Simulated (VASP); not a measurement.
**Al: single point with PBE**

Crystal: Al.

```
Al
1.0
     0.00000    3.02496    3.02496
     3.02496    0.00000    3.02496
     3.02496    3.02496    0.00000
Al
2
Direct
  0.87500 0.87500 0.87500
  0.12500 0.12500 0.12500
```

```yaml
Program: VASP 6.6.1
Task: single point
Functional: PBE
Potentials_or_basis: VASP PAW PBE potentials, release 64 (Al)
Cutoff: 520 eV
k_mesh: 12 × 12 × 12
Occupations: fermi-dirac, width 0.05 eV
Spin: no spin polarisation
Dipole_correction: no
Further_INCAR_settings: ALGO = Normal; EDIFF = 1e-06; NBANDS = 10
```

```yaml
Pressure: 0.0 GPa
Band_gap_on_the_k_mesh: zero (band 3 reaches 4.87 eV, above the bottom of band 4 at 1.40 eV)
```

Levels at points of the mesh, in eV from the Fermi level:
```csv
k point,band 1,band 2,band 3,band 4,band 5,band 6,band 7
"(0.00, 0.00, 0.00)",-7.82,2.12,2.12,2.12,3.97,3.97,3.97
"(0.50, 0.00, 0.00)",-5.82,-3.81,1.10,1.10,3.23,4.41,4.41
"(0.50, 0.50, 0.00)",-4.33,-4.33,-0.37,-0.37,2.13,2.13,10.54
```

Wall time 20 s on 1 thread of Intel Xeon 6975P-C (shared host), peak memory 0.18 GiB.
